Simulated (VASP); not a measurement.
YbB2:

```
CELL_PARAMETERS angstrom
3.25030 0.00000 0.00000
-1.62515 2.81484 0.00000
0.00000 0.00000 3.73150
ATOMIC_POSITIONS crystal
Yb 0.00000 0.00000 0.00000
B 0.66667 0.33333 0.50000
B 0.33333 0.66667 0.50000
```

Base run:

```yaml
Program: VASP 6.6.1
Functional: PBE
Potentials_or_basis: VASP PAW PBE potentials, release 64 (Yb, B)
Cutoff: 520 eV
k_mesh: 8 × 8 × 6
Occupations: fermi-dirac, width 0.05 eV
Spin: collinear spin, ferromagnetic start
Starting_moments: "[0.5, 0.0, 0.0] μB"
Fixed_moment: 0.5 μB
```

Its results: pressure 3.6 GPa; site moments Yb +0.39; B +0.03 μB.

Problem. The run is repeated on the same cell with these changes: fixed moment from 0.5 μB to 1 μB; moments at the start from [0.5, 0.0, 0.0] to [1.0, 0.0, 0.0]. What comes out?

Solution. Pressure 2.2 GPa; site moments Yb +0.65; B +0.07 μB.

Caveats: the total moment is fixed, so each spin has its own Fermi level and the state may be an excited one; the stress differs along the axes, from 1 to 9 GPa (at least some runs); the stress differs along the axes, from -1 to 8 GPa (at least some runs).
